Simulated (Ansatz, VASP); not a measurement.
**CsBr: VASP beside Ansatz**

```
CELL_PARAMETERS angstrom
3.23327 0.00000 0.00000
0.00000 3.23327 0.00000
0.00000 0.00000 3.23327
ATOMIC_POSITIONS crystal
Cs 0.00000 0.00000 0.00000
Br 0.50000 0.50000 0.50000
```

Change from the starting cell: volume scaled by 0.4, norm-conserving files.

Alike in both runs: task single point; functional PBE; k mesh 11 × 11 × 11; occupations fermi-dirac, width 0.1 eV; no spin polarisation.

|  | VASP | Ansatz |
| --- | --- | --- |
| version | VASP 6.6.1 | Ansatz 0.2.0 |
| potentials or method | VASP PAW PBE potentials, release 64 (Cs_sv, Br) | norm-conserving pseudopotentials, scalar-relativistic |
| plane-wave cutoff (eV) | 500 | 680 |
| valence electrons in the cell | 16 | 16 |

VASP gave:

* pressure (GPa): 112.1

Question: Which values does Ansatz return?

Answer: Pressure (GPa): 107.8.

Both programs put the cell under a high pressure, so it lies far from rest at this level. The functional is the same, so the differences come from potentials, cutoffs and numerics.

Spin-orbit coupling is off throughout. Noted on VASP's run: the cell as given lies far from equilibrium.
